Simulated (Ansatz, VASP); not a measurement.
**C in VASP and in Ansatz**

```
C
1.0
    -2.49129    0.00000    0.00000
    -1.24565   -2.15752    0.00000
    -1.86834   -1.07869   10.25388
C
10
Direct
  0.29638 0.29638 0.87416
  0.37084 0.37084 0.72524
  0.00388 0.00388 0.12579
  0.49664 0.49664 0.47361
  0.92938 0.92938 0.27480
  0.57114 0.57114 0.32460
  0.60465 0.60465 0.92429
  0.06257 0.06257 0.67511
  0.36227 0.36227 0.07567
  0.13825 0.13825 0.52373
```

Alike in both runs: task single point; functional LDA; k mesh 10 × 10 × 3; occupations gaussian, width 0.05 eV; no spin polarisation.

|  | VASP | Ansatz |
| --- | --- | --- |
| version | VASP 6.6.1 | Ansatz 0.2.0 |
| potentials or method | VASP PAW LDA potentials, release 64 (C), cutoff 520 eV | scalar-relativistic, plane waves, PAW |
| valence electrons in the cell | 40 | 40 |

Ansatz gave:

- gap on the k mesh at the Fermi level (eV): 2.00
- least direct gap on the mesh (eV): 4.67
- pressure (GPa): 0.7
- traceless stress, the component that is largest in VASP (GPa): -25.01
- rms of the force components (eV/Å): 1.153

Estimate VASP's values.

gap on the k mesh at the Fermi level (eV): 1.99; least direct gap on the mesh (eV): 4.67; pressure (GPa): 2.2; traceless stress, the component that is largest in VASP (GPa): -24.98; rms of the force components (eV/Å): 1.148.

LDA's correlation is that of Perdew and Zunger in VASP and of Perdew and Wang (1992) in Ansatz. Atom by atom the forces differ by 0.009 eV/Å (rms over components).
